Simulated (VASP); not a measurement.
A run of VASP 6.6.1:

The input INCAR:

```
PREC = Accurate ; ENCUT = 520
EDIFF = 1E-6 ; ISMEAR = 0
SIGMA = 0.02 ; LREAL = False
LASPH = True ; NELM = 100
ALGO = Normal ; ISIF = 2
LWAVE = False ; LCHARG = True
GGA = PS ; LELF = True
LVHAR = True ; NBANDS = 27
```

Contents of KPOINTS:

```
regular mesh
0
Gamma
  8 8 8
```

The input POSCAR:

```
KTaO3
1.0
    3.7989023024      0.0000000000      0.0000000000
    0.0000000000      3.7989023024      0.0000000000
    0.0000000000      0.0000000000      3.7989023024
K Ta O
1 1 3
Direct
    0.5000000000      0.5000000000      0.5000000000
    0.0000000000      0.0000000000      0.0000000000
    0.0000000000      0.5000000000      0.0000000000
    0.0000000000      0.0000000000      0.5000000000
    0.5000000000      0.0000000000      0.0000000000
```

Potentials or basis: VASP PAW PBE potentials, release 64 (K_sv, Ta_pv, O).

The run is started by

```console
$ cat potpaw_PBE.64/K_sv/POTCAR potpaw_PBE.64/Ta_pv/POTCAR potpaw_PBE.64/O/POTCAR > POTCAR
$ mpirun -np 1 vasp_std > vasp.out
```

Hardware: 1 thread of Intel(R) Xeon(R) 6975P-C (Granite Rapids), with other jobs on the host.

Task: How long does it take, and how much memory?

Result: Wall time 46 s on 1 thread of Intel(R) Xeon(R) 6975P-C (Granite Rapids), with other jobs on the host, peak memory 0.19 GiB. Counts: scf iterations 13, k points 35.
